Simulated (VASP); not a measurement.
# Ta (P6_3/mmc) in VASP: a series of runs

Ta is run at these levels: PBEsol; tasks: single point.

All numbers are computed with VASP 6.6.1; they aren't measurements. Logs are shortened: lines on timing, memory, paths and dates and some standing lists are left out, and cuts for length are marked.

### Step 1. The cell of the first run

Symmetry: P6_3/mmc, No. 194, hexagonal system. The conventional cell has a = 2.939 Å, b = 2.939 Å, c = 5.234 Å, α = 90.00°, β = 90.00°, γ = 120.00°. Ta (site symmetry -6m2) has 12 Ta at 2.94 to 3.12 Å within 3.9 Å.

### Step 2. Single point, PBEsol

Contents of INCAR:

```
ALGO = Normal ; EDIFF = 1E-7
ENCUT = 520 ; GGA = PS
ISIF = 2 ; ISMEAR = 0
LASPH = True ; LCHARG = False
LREAL = False ; LWAVE = False
NBANDS = 18 ; NELM = 100
PREC = Accurate ; SIGMA = 0.1
```

Contents of KPOINTS:

```
k-points
0
Gamma
  11 11 6
```

Contents of POSCAR:

```
Ta
1.0
    2.9385391664      0.0000000000      0.0000000000
   -1.4692695832      2.5448497379      0.0000000000
    0.0000000000      0.0000000000      5.2342590858
Ta
2
Direct
    0.6666666667      0.3333333333      0.7500000000
    0.3333333333      0.6666666667      0.2500000000
```

Potentials or basis: VASP PAW PBE potentials, release 64 (Ta_pv).

The run is started by

```
$ cat potpaw_PBE.64/Ta_pv/POTCAR > POTCAR
$ mpirun -np 1 vasp_std > vasp.out
```

OUTCAR:

```text
EDIFF = 1E-7
   ENCUT = 520
   GGA = PS
   ISIF = 2
   ISMEAR = 0
   LASPH = True
   LREAL = False
   NELM = 100
   PREC = Accurate

 ion  position               nearest neighbor table
   1  0.667  0.333  0.750-   2 3.12   2 3.12   2 3.12   2 3.12   2 3.12   2 3.12
   2  0.333  0.667  0.250-   1 3.12   1 3.12   1 3.12   1 3.12   1 3.12   1 3.12

  LATTYP: Found a hexagonal cell.
 ALAT       =     2.9385391664
 C/A-ratio  =     1.7812453023

  Lattice vectors:

 A1 = (   2.9385391664,   0.0000000000,   0.0000000000)
 A2 = (  -1.4692695832,   2.5448497379,   0.0000000000)
 A3 = (   0.0000000000,   0.0000000000,   5.2342590858)

Analysis of symmetry for initial positions (statically):
=====================================================================
 Subroutine PRICEL returns:
 Original cell was already a primitive cell.

 Routine SETGRP: Setting up the symmetry group for a
 hexagonal supercell.

 Subroutine GETGRP returns: Found 24 space group operations
 (whereof 12 operations were pure point group operations)
 out of a pool of 24 trial point group operations.

The static configuration has the point symmetry D_3d.
 The point group associated with its full space group is D_6h.

Analysis of symmetry for dynamics (positions and initial velocities):
=====================================================================
 Subroutine PRICEL returns:
 Original cell was already a primitive cell.

 Routine SETGRP: Setting up the symmetry group for a
 hexagonal supercell.

 Subroutine GETGRP returns: Found 24 space group operations
 (whereof 12 operations were pure point group operations)
 out of a pool of 24 trial point group operations.

The dynamic configuration has the point symmetry D_3d.
 The point group associated with its full space group is D_6h.

 Subroutine INISYM returns: Found 24 space group operations
 (whereof 12 operations are pure point group operations),
 and found     1 'primitive' translations

----------------------------------------------------------------------------------------

                                     Primitive cell

  volume of cell :      39.1425

  direct lattice vectors                    reciprocal lattice vectors
     2.938539166  0.000000000  0.000000000     0.340305146  0.196475255  0.000000000
    -1.469269583  2.544849738  0.000000000     0.000000000  0.392950509  0.000000000
[... 77 lines left out ...]
   ISTART =      0    job   : 0-new  1-cont  2-samecut
   ICHARG =      2    charge: 1-file 2-atom 10-const
   ISPIN  =      1    spin polarized calculation?
   LNONCOLLINEAR =      F non collinear calculations
   LSORBIT =      F    spin-orbit coupling
   LASPH  =      T    aspherical Exc in radial PAW
   ENCUT  =  520.0 eV  38.22 Ry    6.18 a.u.   5.46  5.46  9.73*2*pi/ulx,y,z
   NELM   =    100;   NELMIN=  2; NELMDL= -5     # of ELM steps
   EDIFF  = 0.1E-06   stopping-criterion for ELM
   LREAL  =      F    real-space projection
   EDIFFG = 0.1E-05   stopping-criterion for IOM
   NSW    =      0    number of steps for IOM
   IBRION =     -1    ionic relax: 0-MD 1-quasi-New 2-CG
   NFREE  =      0    steps in history (QN), initial steepest desc. (CG)
   ISIF   =      2    stress and relaxation
   ISYM   =      2    0-nonsym 1-usesym 2-fastsym
   POTIM  = 0.5000    time-step for ionic-motion
   TEBEG  =    0.0;   TEEND  =   0.0 temperature during run
   PSTRESS=    0.0 pullay stress
   NELECT =      22.0000    total number of electrons
   NUPDOWN=      -1.0000    fix difference up-down
   EMIN   =  10.00;   EMAX   =-10.00  energy-range for DOS
   EFERMI =   0.00;   METHOD = LEGACY
   ISMEAR =     0;   SIGMA  =   0.10  broadening in eV -4-tet -1-fermi 0-gaus
   EFERMI_NEDOS =   21; number of points for ismear=-14 and -15
   IALGO  =     38    algorithm
   IMIX   =      4    mixing-type and parameters
     AMIX     =   0.40;   BMIX     =  1.00
     AMIX_MAG =   1.60;   BMIX_MAG =  1.00
  volume/ion in A,a.u.               =      19.57       132.07
  Fermi-wavevector in a.u.,A,eV,Ry     =   1.351033  2.553083 24.834598  1.825291
  Thomas-Fermi vector in A             =   2.478489
   LORBIT       =      0    0 simple, 1 ext, 2 COOP (PROOUT), +10 PAW based schemes
   GGA     = PS    functional components
   LHFCALC =     F    Hartree Fock is set to
   AEXX    =    0.0000 exact exchange contribution
   IVDW    =     0    specifies the selected vdW correction
   LEPSILON=     F    determine dielectric tensor
   LRPA    =     F    only Hartree local field effects (RPA)
 non-spin polarized calculation
 Gauss-broadening in eV      SIGMA  =   0.10
  energy-cutoff  :      520.00
  volume of cell :       39.14
 maximum number of plane-waves:      1087
 NGX is ok and might be reduce to    24
   NGX = 11   NGY = 11   NGZ = 19

 number of electron      22.0000002 magnetization

 Free energy of the ion-electron system (eV)
  ---------------------------------------------------
  ext. energy  EPLUGINS =         0.00000000
  ---------------------------------------------------
  free energy    TOTEN  =       -24.40111117 eV

  energy without entropy =      -24.39120022  energy(sigma->0) =      -24.39615569

 E-fermi :   5.0866     XC(G=0): -12.2958

 val. band max:        5.0768219444   @ k =   0.2727   0.2727   0.0000
 cond. band min:       5.1060260923   @ k =   0.1818   0.0000   0.0000
 fundamental gap:      0.0292041478
 Fermi energy:         5.0865673869

 k-point     1 :       0.0000    0.0000    0.0000
  band No.  band energies     occupation
      1     -29.4641      2.00000
      2     -28.7563      2.00000
      3     -28.6367      2.00000
      4     -28.6367      2.00000
      5     -28.5645      2.00000
      6     -28.5645      2.00000
[... 481 lines left out ...]
      5     -28.7461      2.00000
      6     -28.6776      2.00000
[... 10 lines left out ...]
     17       9.9363      0.00000
     18      11.6363      0.00000

 [... further k-points ...]
[... 5 lines left out ...]
  --------------------------------------------------------------------------------------
  -------------------------------------------------------------------------------------
  Total       -3.4176682     -3.4176687     -3.0868005      0.0000000      0.0000000      0.0000000
  in kB     -139.8916009   -139.8916196   -126.3485609      0.0000000      0.0000000      0.0000000
  external PRESSURE =    -135.3772605 kB  Pullay stress =       0.0000000 kB

 VOLUME and BASIS-vectors are now :
 -----------------------------------------------------------------------------
  energy-cutoff  :      520.00
  volume of cell :       39.14
      direct lattice vectors                 reciprocal lattice vectors
     2.938539166  0.000000000  0.000000000     0.340305146  0.196475255  0.000000000
    -1.469269583  2.544849738  0.000000000     0.000000000  0.392950509  0.000000000
     0.000000000  0.000000000  5.234259086     0.000000000  0.000000000  0.191049007

 POSITION                                       TOTAL-FORCE (eV/Angst)
 -----------------------------------------------------------------------------------
      1.46927      0.84828      3.92569         0.000000      0.000000      0.000000
     -0.00000      1.69657      1.30856        -0.000000     -0.000000      0.000000
 -----------------------------------------------------------------------------------
    total drift:                               -0.000000      0.000000     -0.000000

  FREE ENERGIE OF THE ION-ELECTRON SYSTEM (eV)
  ---------------------------------------------------
  free  energy   TOTEN  =       -24.4011111681 eV

  energy  without entropy=      -24.3912002193  energy(sigma->0) =      -24.39615569
```

OSZICAR:

```text
N       E                     dE             d eps       ncg     rms          rms(c)
DAV:   1     0.167479747441E+03    0.16748E+03   -0.12755E+04  2304   0.125E+03
DAV:   2    -0.212541524293E+02   -0.18873E+03   -0.18576E+03  2864   0.355E+02
DAV:   3    -0.254743721295E+02   -0.42202E+01   -0.41317E+01  2760   0.495E+01
DAV:   4    -0.255035139184E+02   -0.29142E-01   -0.29111E-01  2678   0.447E+00
DAV:   5    -0.255037231828E+02   -0.20926E-03   -0.20925E-03  2588   0.362E-01    0.168E+01
DAV:   6    -0.246581733355E+02    0.84555E+00   -0.94907E-01  2560   0.813E+00    0.786E+00
DAV:   7    -0.244053404316E+02    0.25283E+00   -0.74012E-01  2646   0.675E+00    0.504E-01
DAV:   8    -0.244011695250E+02    0.41709E-02   -0.93486E-03  2546   0.846E-01    0.121E-01
DAV:   9    -0.244011177518E+02    0.51773E-04   -0.30665E-04  2714   0.133E-01    0.516E-02
DAV:  10    -0.244011129064E+02    0.48454E-05   -0.27863E-05  2792   0.349E-02    0.549E-03
DAV:  11    -0.244011116204E+02    0.12860E-05   -0.22948E-06  2604   0.106E-02    0.398E-03
DAV:  12    -0.244011111360E+02    0.48432E-06   -0.15922E-07  1462   0.385E-03    0.544E-04
DAV:  13    -0.244011111681E+02   -0.32024E-07   -0.11339E-08  1192   0.864E-04
   1 F= -.24401111E+02 E0= -.24396156E+02  d E =-.991095E-02
```

stdout:

```text
POSCAR found type information on POSCAR Ta
 POSCAR found :  1 types and       2 ions
 scaLAPACK will be used
 -----------------------------------------------------------------------------
|                                                                             |
|                                                                             |
|     You enforced a specific xc type in the INCAR file but a different       |
|     I HOPE YOU KNOW WHAT YOU ARE DOING!                                     |
|                                                                             |
 -----------------------------------------------------------------------------

 LDA part: xc-table for (Slater+PW92), standard interpolation
 POSCAR, INCAR and KPOINTS ok, starting setup
 FFT: planning ... GRIDC
 FFT: planning ... GRID_SOFT
 FFT: planning ... GRID
 WAVECAR not read
 entering main loop
```

Wall time 84 s (1 thread of AMD EPYC 7R13, shared host); peak memory 0.15 GiB.

Results:

```
Free energy            : -24.4011 eV
Pressure               : -13.5 GPa
Band gap on the k mesh : zero (band 11 reaches 6.34 eV, above the bottom of band 12 at 4.38 eV)
```

Stress tensor (GPa, compression positive):
```
-13.99   0.00   0.00
  0.00 -13.99   0.00
  0.00   0.00 -12.63
```

Caveat: the PAW data sets were made with another functional, which shifts forces and pressure a little; spin-orbit coupling is left out, which moves the levels of the heavy elements.

### Step 3. Single point, PBEsol

This run uses another cell than the first one, of 19.95 Å³/atom, 1.019 times its volume.

Contents of INCAR:

```
ALGO = Normal ; EDIFF = 1E-6
ENCUT = 520 ; GGA = PS
ISIF = 2 ; ISMEAR = 0
LASPH = True ; LCHARG = False
LREAL = False ; LWAVE = False
NBANDS = 18 ; NELM = 60
PREC = Accurate ; SIGMA = 0.1
```

KPOINTS is that of step 2.

Contents of POSCAR:

```
Ta
1.0
    2.9572564810      0.0000000000      0.0000000000
   -1.4786282405      2.5610594089      0.0000000000
    0.0000000000      0.0000000000      5.2675992145
Ta
2
Direct
    0.6666666667      0.3333333333      0.7500000000
    0.3333333333      0.6666666667      0.2500000000
```

Potentials or basis: VASP PAW PBE potentials, release 64 (Ta_pv).

The run is started by

```
$ cat potpaw_PBE.64/Ta_pv/POTCAR > POTCAR
$ mpirun -np 1 vasp_std > vasp.out
```

Run time: 77 s. Hardware: 1 thread of AMD EPYC 7R13, shared host; peak memory 0.15 GiB.

The run converged. Its results:

```yaml
Free_energy: -24.3312 eV
Pressure: -16.3 GPa
Band_gap_on_the_k_mesh: zero (band 11 reaches 6.13 eV, above the bottom of band 12 at 4.26 eV)
```

Stress tensor (GPa, compression positive):
```
-16.84   0.00   0.00
  0.00 -16.84   0.00
  0.00   0.00 -15.16
```

Levels at points of the mesh, in eV from the Fermi level:
```tsv
k point	band 9	band 10	band 11	band 12	band 13	band 14
(0.00, 0.00, 0.00)	-0.49	-0.24	0.60	0.60	1.11	1.11
(0.00, 0.00, 0.50)	-1.09	-1.09	0.64	0.64	0.64	0.64
```

Caveat: the PAW data sets were made with another functional, which shifts forces and pressure a little; spin-orbit coupling is left out, which moves the levels of the heavy elements.
